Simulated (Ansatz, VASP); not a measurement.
# One calculation of Rb, two programs

```
CELL_PARAMETERS angstrom
5.01519 0.00000 0.00000
-2.50760 4.34328 0.00000
0.00000 0.00000 9.08070
ATOMIC_POSITIONS crystal
Rb 0.33333 0.66667 0.25000
Rb 0.66667 0.33333 0.75000
```

Alike in both runs: task single point; functional PBE; k mesh 9 × 9 × 6; occupations gaussian, width 0.1 eV; no spin polarisation.

```csv
,VASP,Ansatz
version,VASP 6.6.1,Ansatz 0.2.0
potentials or method,"VASP PAW PBE potentials, release 64 (Rb_sv), cutoff 520 eV","scalar-relativistic, plane waves, PAW"
valence electrons in the cell,18,18
```

```tsv
	VASP	Ansatz	Ansatz less VASP
gap on the k mesh at the Fermi level (eV)	none	none	-
pressure (GPa)	-0.2	-0.2	0.00
traceless stress, the component that is largest in VASP (GPa)	-0.20	-0.20	0.000
```

A gap of «none» marks a metal or a gap that the smearing closes.
